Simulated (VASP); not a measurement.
# HfC5 (P-6m2) in VASP: a series of runs

The runs below take HfC5 through single point, relaxation of cell and atoms, with PBE.

Everything below comes from runs of VASP 6.6.1. Logs are shortened: lines on timing, memory, paths and dates and some standing lists are left out, and cuts for length are marked.

## 1. The cell of the first run

Symmetry: P-6m2, No. 187, hexagonal system. Conventional cell: a = 2.646 Å, b = 2.646 Å, c = 8.807 Å, α = 90.00°, β = 90.00°, γ = 120.00°. Within 3.2 Å of Hf (site symmetry -6m2) lie 2 C at 2.44 Å and 6 Hf at 2.65 Å. C (site symmetry 3m) has 4 C at 1.44 to 1.61 Å within 1.9 Å. Within 2.1 Å of C (site symmetry 3m) lie 3 C at 1.61 Å. C (site symmetry -6m2) has 2 C at 1.44 Å within 1.9 Å.

The cell was built from a structure type or drawn by symmetry, and may not be a known phase.

## 2. Single point, PBE

INCAR reads:

```
PREC = Accurate
ENCUT = 520
EDIFF = 1E-7
ISMEAR = 0
SIGMA = 0.1
LREAL = False
LASPH = True
NELM = 60
ALGO = Normal
ISIF = 2
LWAVE = False
LCHARG = False
GGA = PE
NBANDS = 24
```

KPOINTS reads:

```
regular mesh
0
Gamma
  6 6 2
```

POSCAR reads:

```
HfC5
1.0
    2.6461930984      0.0000000000      0.0000000000
   -1.3230965492      2.2916704466      0.0000000000
    0.0000000000      0.0000000000      8.8069367029
Hf C
1 5
Direct
    0.0000000000      0.0000000000      0.0000000000
    0.6666666667      0.3333333333      0.6634591615
    0.0000000000      0.0000000000      0.7228276024
    0.6666666667      0.3333333333      0.5000000000
    0.0000000000      0.0000000000      0.2771723976
    0.6666666667      0.3333333333      0.3365408385
```

Potentials or basis: VASP PAW PBE potentials, release 64 (Hf_pv, C).

On the command line:

```
> cat potpaw_PBE.64/Hf_pv/POTCAR potpaw_PBE.64/C/POTCAR > POTCAR
> mpirun -np 1 vasp_std > vasp.out
```

OUTCAR:

```text
PREC = Accurate
   ENCUT = 520
   EDIFF = 1E-7
   ISMEAR = 0
   LREAL = False
   LASPH = True
   NELM = 60
   ISIF = 2
   GGA = PE

 ion  position               nearest neighbor table
   1  0.000  0.000  0.000-   3 2.44   5 2.44
   2  0.667  0.333  0.663-   4 1.44   3 1.61   3 1.61   3 1.61
   3  0.000  0.000  0.723-   2 1.61   2 1.61   2 1.61   1 2.44
   4  0.667  0.333  0.500-   2 1.44   6 1.44
   5  0.000  0.000  0.277-   6 1.61   6 1.61   6 1.61   1 2.44
   6  0.667  0.333  0.337-   4 1.44   5 1.61   5 1.61   5 1.61

  LATTYP: Found a hexagonal cell.
 ALAT       =     2.6461930984
 C/A-ratio  =     3.3281534549

  Lattice vectors:

 A1 = (   2.6461930984,   0.0000000000,   0.0000000000)
 A2 = (  -1.3230965492,   2.2916704466,   0.0000000000)
 A3 = (   0.0000000000,   0.0000000000,   8.8069367029)

Analysis of symmetry for initial positions (statically):
=====================================================================
 Subroutine PRICEL returns:
 Original cell was already a primitive cell.

 Routine SETGRP: Setting up the symmetry group for a
 hexagonal supercell.

 Subroutine GETGRP returns: Found 12 space group operations
 (whereof 12 operations were pure point group operations)
 out of a pool of 24 trial point group operations.

The static configuration has the point symmetry D_3h.

Analysis of symmetry for dynamics (positions and initial velocities):
=====================================================================
 Subroutine PRICEL returns:
 Original cell was already a primitive cell.

 Routine SETGRP: Setting up the symmetry group for a
 hexagonal supercell.

 Subroutine GETGRP returns: Found 12 space group operations
 (whereof 12 operations were pure point group operations)
 out of a pool of 24 trial point group operations.

The dynamic configuration has the point symmetry D_3h.

 Subroutine INISYM returns: Found 12 space group operations
 (whereof 12 operations are pure point group operations),
 and found     1 'primitive' translations

----------------------------------------------------------------------------------------

                                     Primitive cell

  volume of cell :      53.4070

  direct lattice vectors                    reciprocal lattice vectors
     2.646193098  0.000000000  0.000000000     0.377901371  0.218181458  0.000000000
    -1.323096549  2.291670447  0.000000000     0.000000000  0.436362917  0.000000000
     0.000000000  0.000000000  8.806936703     0.000000000  0.000000000  0.113546859

  length of vectors
[... 83 lines left out ...]
   IBRION =     -1    ionic relax: 0-MD 1-quasi-New 2-CG
   NFREE  =      0    steps in history (QN), initial steepest desc. (CG)
   ISIF   =      2    stress and relaxation
   ISYM   =      2    0-nonsym 1-usesym 2-fastsym
   POTIM  = 0.5000    time-step for ionic-motion
   TEBEG  =    0.0;   TEEND  =   0.0 temperature during run
   PSTRESS=    0.0 pullay stress
   NELECT =      30.0000    total number of electrons
   NUPDOWN=      -1.0000    fix difference up-down
   EMIN   =  10.00;   EMAX   =-10.00  energy-range for DOS
   EFERMI =   0.00;   METHOD = LEGACY
   ISMEAR =     0;   SIGMA  =   0.10  broadening in eV -4-tet -1-fermi 0-gaus
   EFERMI_NEDOS =   21; number of points for ismear=-14 and -15
   IALGO  =     38    algorithm
   IMIX   =      4    mixing-type and parameters
     AMIX     =   0.40;   BMIX     =  1.00
     AMIX_MAG =   1.60;   BMIX_MAG =  1.00
  volume/ion in A,a.u.               =       8.90        60.07
  Fermi-wavevector in a.u.,A,eV,Ry     =   1.350773  2.552591 24.825025  1.824588
  Thomas-Fermi vector in A             =   2.478250
   LORBIT       =      0    0 simple, 1 ext, 2 COOP (PROOUT), +10 PAW based schemes
   GGA     = PE    functional components
   LHFCALC =     F    Hartree Fock is set to
   AEXX    =    0.0000 exact exchange contribution
   IVDW    =     0    specifies the selected vdW correction
   LEPSILON=     F    determine dielectric tensor
   LRPA    =     F    only Hartree local field effects (RPA)
 non-spin polarized calculation
 Gauss-broadening in eV      SIGMA  =   0.10
  energy-cutoff  :      520.00
  volume of cell :       53.41
 maximum number of plane-waves:      1479
 NGX is ok and might be reduce to    20
   NGX =  9   NGY =  9   NGZ = 33

 number of electron      30.0000001 magnetization

 Free energy of the ion-electron system (eV)
  ---------------------------------------------------
  ext. energy  EPLUGINS =         0.00000000
  ---------------------------------------------------
  free energy    TOTEN  =       -48.64821792 eV

  energy without entropy =      -48.62541316  energy(sigma->0) =      -48.63681554

 E-fermi :   6.4866     XC(G=0): -12.1805

 val. band max:        6.4417502389   @ k =   0.3333   0.1667   0.0000
 cond. band min:       6.4919417596   @ k =   0.1667   0.1667   0.5000
 fundamental gap:      0.0501915207
 Fermi energy:         6.4865586165

 k-point     1 :       0.0000    0.0000    0.0000
  band No.  band energies     occupation
      1     -23.0398      2.00000
      2     -21.7033      2.00000
      3     -21.7033      2.00000
      4     -12.7088      2.00000
      5     -11.4553      2.00000
      6      -6.5431      2.00000
[... 367 lines left out ...]
     23      17.9091      0.00000
     24      17.9187      0.00000

------------------------ aborting loop because EDIFF is reached ----------------------------------------

  FORCE on cell =-STRESS in cart. coord.  units (eV):
  Direction    XX          YY          ZZ          XY          YZ          ZX
  --------------------------------------------------------------------------------------
  -------------------------------------------------------------------------------------
  Total       -0.0539195     -0.0539195     -0.0013156      0.0000000      0.0000000      0.0000000
  in kB       -1.6175494     -1.6175494     -0.0394662      0.0000000      0.0000000      0.0000000
  external PRESSURE =      -1.0915216 kB  Pullay stress =       0.0000000 kB

 VOLUME and BASIS-vectors are now :
 -----------------------------------------------------------------------------
  energy-cutoff  :      520.00
  volume of cell :       53.41
      direct lattice vectors                 reciprocal lattice vectors
     2.646193098  0.000000000  0.000000000     0.377901371  0.218181458  0.000000000
    -1.323096549  2.291670447  0.000000000     0.000000000  0.436362917  0.000000000
     0.000000000  0.000000000  8.806936703     0.000000000  0.000000000  0.113546859

 POSITION                                       TOTAL-FORCE (eV/Angst)
 -----------------------------------------------------------------------------------
      0.00000      0.00000      0.00000        -0.000000     -0.000000      0.000000
      1.32310      0.76389      5.84304        -0.000000      0.000000      0.036668
      0.00000      0.00000      6.36590        -0.000000     -0.000000      0.006109
      1.32310      0.76389      4.40347        -0.000000     -0.000000      0.000000
      0.00000      0.00000      2.44104         0.000000     -0.000000     -0.006109
      1.32310      0.76389      2.96389        -0.000000      0.000000     -0.036668
 -----------------------------------------------------------------------------------
    total drift:                                0.000000     -0.000000      0.000000

  FREE ENERGIE OF THE ION-ELECTRON SYSTEM (eV)
  ---------------------------------------------------
  free  energy   TOTEN  =       -48.6482179240 eV

  energy  without entropy=      -48.6254131610  energy(sigma->0) =      -48.63681554
```

stdout:

```text
POSCAR found type information on POSCAR HfC
 POSCAR found :  2 types and       6 ions
 scaLAPACK will be used
 LDA part: xc-table for (Slater+PW92), standard interpolation
 POSCAR, INCAR and KPOINTS ok, starting setup
 FFT: planning ... GRIDC
 FFT: planning ... GRID_SOFT
 FFT: planning ... GRID
 WAVECAR not read
 entering main loop
```

Wall time 16 s (1 thread of Intel Xeon 6975P-C (Granite Rapids), shared host); peak memory 0.17 GiB.

Results:

- Free energy: -48.6482 eV
- Pressure: -0.1 GPa
- Largest force: 0.037 eV/Å
- Band gap on the k mesh: zero (bands 15 and 16 overlap by 2.91 eV)

Forces on the atoms (eV/Å):
```
Hf   0.000  0.000  0.000
C    0.000  0.000  0.037
C    0.000  0.000  0.006
C    0.000  0.000  0.000
C    0.000  0.000 -0.006
C    0.000  0.000 -0.037
```

Caveat: the k points lie up to 0.46 Å⁻¹ apart, too coarse for converged energies and pressures of a metal; spin-orbit coupling is left out, which moves the levels of the heavy elements.

## 3. Single point, PBE

This run uses another cell than the first one, of 18.60 Å³/atom.

INCAR reads:

```
SYSTEM = HfC5
ALGO = Normal ; EDIFF = 1E-6
ENCUT = 520 ; GGA = PE
ISIF = 2 ; ISMEAR = 0
LASPH = .TRUE. ; LCHARG = .FALSE.
LREAL = .FALSE. ; LWAVE = .FALSE.
NBANDS = 24 ; NELM = 100
PREC = Accurate ; SIGMA = 0.1
```

KPOINTS reads:

```
k-points
0
G
  6 6 2
  0 0 0
```

POSCAR reads:

```
HfC5
1.0
    3.0063456200      0.0000000000      0.0000000000
   -1.5031728100      2.6035716800      0.0000000000
    0.0000000000      0.0000000000     14.2595970600
Hf C
1 5
Direct
    0.0000000000      0.0000000000      0.0000000000
    0.6666666700      0.3333333300      0.8533704300
    0.0000000000      0.0000000000      0.6760535800
    0.6666666700      0.3333333300      0.5000000000
    0.0000000000      0.0000000000      0.3239464200
    0.6666666700      0.3333333300      0.1466295700
```

Potentials or basis: VASP PAW PBE potentials, release 64 (Hf_pv, C).

On the command line:

```
> cat potpaw_PBE.64/Hf_pv/POTCAR potpaw_PBE.64/C/POTCAR > POTCAR
> mpirun -np 1 vasp_std > vasp.out
```

Run time: 35 s. Hardware: 1 thread of Intel Xeon 6975P-C (Granite Rapids), shared host; peak memory 0.24 GiB.

The run converged. Its results:

| Property | Result |
| --- | --- |
| Free energy | -27.0748 eV |
| Pressure | -19.6 GPa |
| Largest force | 1.738 eV/Å |
| Band gap on the k mesh | zero (bands 15 and 16 overlap by 2.07 eV) |

Forces in eV/Å, atoms in the order of the input:
```
Hf   0.000  0.000  0.000
C    0.000  0.000  1.738
C    0.000  0.000 -0.204
C    0.000  0.000  0.000
C    0.000  0.000  0.204
C    0.000  0.000 -1.738
```

Stress tensor (GPa, compression positive):
```
-15.79   0.00   0.00
  0.00 -15.79   0.00
  0.00   0.00 -27.34
```

Levels at points of the mesh, in eV from the Fermi level:
| k point | band 11 | band 12 | band 13 | band 14 | band 15 | band 16 | band 17 | band 18 | band 19 | band 20 |
| --- | --- | --- | --- | --- | --- | --- | --- | --- | --- | --- |
| (0.00, 0.00, 0.00) | -0.93 | -0.36 | 1.09 | 1.18 | 1.18 | 2.03 | 2.21 | 2.21 | 2.22 | 2.22 |
| (0.50, 0.00, 0.00) | -2.25 | -2.19 | -1.78 | -1.42 | -0.54 | 0.35 | 0.53 | 0.75 | 1.15 | 1.19 |
| (0.00, 0.00, 0.50) | -1.59 | 0.12 | 0.93 | 1.18 | 1.18 | 2.03 | 2.17 | 2.17 | 2.31 | 2.31 |
| (0.50, 0.00, 0.50) | -2.15 | -2.08 | -1.88 | -1.58 | -0.36 | 0.13 | 0.74 | 0.80 | 1.06 | 1.25 |

Caveat: the k points lie up to 0.40 Å⁻¹ apart, too coarse for converged energies and pressures of a metal; spin-orbit coupling is left out, which moves the levels of the heavy elements; forces of over 1 eV/Å act on the atoms, so gaps and moduli don't describe the material at rest.

[end of part 1 of 2]
